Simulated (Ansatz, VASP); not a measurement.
Two plane-wave programs on C

```
C
1.0
     2.49339    0.00000    0.00000
    -1.24669    2.15934    0.00000
     0.00000    0.00000    4.14938
C
4
Direct
  0.33333 0.66667 0.06275
  0.66667 0.33333 0.56275
  0.66667 0.33333 0.93725
  0.33333 0.66667 0.43725
```

Alike in both runs: functional HSE06; k mesh 8 × 8 × 5; no spin polarisation.

Ansatz relaxed the structure, and its values are those at the end. VASP's run is a single point on that final structure, the one shown.

|  | VASP | Ansatz |
| --- | --- | --- |
| version | VASP 6.6.1 | Ansatz 0.2.0 |
| potentials or method | VASP PAW PBE potentials, release 64 (C), cutoff 520 eV | scalar-relativistic, plane waves, PAW |
| occupations | gaussian, width 0.01 eV | fixed |
| valence electrons in the cell | 16 | 16 |

```tsv
	VASP	Ansatz	Ansatz less VASP
gap on the k mesh at the Fermi level (eV)	4.72	4.73	+0.014
least direct gap on the mesh (eV)	6.34	6.35	+0.013
pressure (GPa)	0.9	0.0	-0.95
rms of the force components (eV/Å)	0.003	0.001	-0.0023
```
